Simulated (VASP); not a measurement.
Here is a VASP 6.6.1 calculation.

Contents of INCAR:

```
SYSTEM = InH
PREC = Accurate ; ENCUT = 520
EDIFF = 1E-6 ; ISMEAR = 0
SIGMA = 0.1 ; LREAL = .False.
LASPH = .True. ; NELM = 80
ALGO = Normal ; ISIF = 2
LWAVE = .False. ; LCHARG = .False.
GGA = PE ; NBANDS = 14
```

The input KPOINTS:

```
regular mesh
0
Gamma
  18 18 18
  0 0 0
```

Contents of POSCAR:

```
InH
1.0
    0.0000000000      2.5162611368      2.6812716043
    2.3769231228      0.0000000000      2.6812716043
    2.3769231228      2.5162611368      0.0000000000
In H
1 1
Direct
    0.0000000000      0.0000000000      0.0000000000
    0.5000000000      0.5000000000      0.5000000000
```

Potentials or basis: VASP PAW PBE potentials, release 64 (In_d, H).

Run with:

```sh
$ cat potpaw_PBE.64/In_d/POTCAR potpaw_PBE.64/H/POTCAR > POTCAR
$ mpirun -np 1 vasp_std > vasp.out
```

(1) Estimate the pressure.

(2) What does it give for the band gap on the k mesh?

## Answers

(1) -0.1 GPa.

(2) zero (bands 7 and 8 overlap by 5.23 eV).

Caveat: spin-orbit coupling is left out, which moves the levels of the heavy elements.
